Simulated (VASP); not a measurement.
Wanted: the native input for a VASP 6.6.1 run.

```yaml
Task: single point
Functional: PBEsol
Potentials_or_basis: VASP PAW PBE potentials, release 64 (Sr_sv)
Cutoff: 520 eV
k_mesh: 10 × 10 × 10
Occupations: gaussian, width 0.03 eV
Spin: no spin polarisation
Dipole_correction: no
Further_INCAR_settings: ALGO = Normal; EDIFF = 1e-07; NBANDS = 11
```

The structure of Sr lies in POSCAR:

```
Sr
1.0
    0.0000000000      3.2857380000      2.7989620000
    3.2857380000      0.0000000000      2.7989620000
    3.2857380000      3.2857380000      0.0000000000
Sr
1
Direct
    0.0000000000      0.0000000000      0.0000000000
```

This cell differs from its parent crystal: strain +0.080 along x and y, -0.080 along z.

These files were run (other wordings do the same):

INCAR

```
PREC = Accurate
ENCUT = 520
EDIFF = 1E-7
ISMEAR = 0
SIGMA = 0.03
LREAL = False
LASPH = True
NELM = 60
ALGO = Normal
ISIF = 2
LWAVE = False
LCHARG = True
GGA = PS
LELF = True
LVHAR = True
NBANDS = 11
```

KPOINTS

```
regular mesh
0
Gamma
  10 10 10
```

Potentials or basis: VASP PAW PBE potentials, release 64 (Sr_sv).

Run with:

```sh
$ cat potpaw_PBE.64/Sr_sv/POTCAR > POTCAR
$ mpirun -np 1 vasp_std > vasp.out
```

Results of the run:

| Property | Result |
| --- | --- |
| Pressure | -1.5 GPa |
| Band gap on the k mesh | zero (band 5 reaches 1.32 eV, above the bottom of band 6 at 1.19 eV) |

Caveat: the cell differs from its parent crystal (strain +0.080 along x and y, -0.080 along z); the PAW data sets were made with another functional, which shifts forces and pressure a little.

Run time: 42 s on 1 thread of Intel(R) Xeon(R) Platinum 8259CL CPU @ 2.50GHz (Skylake/Cascade Lake), on a shared host, peak memory 0.22 GiB.
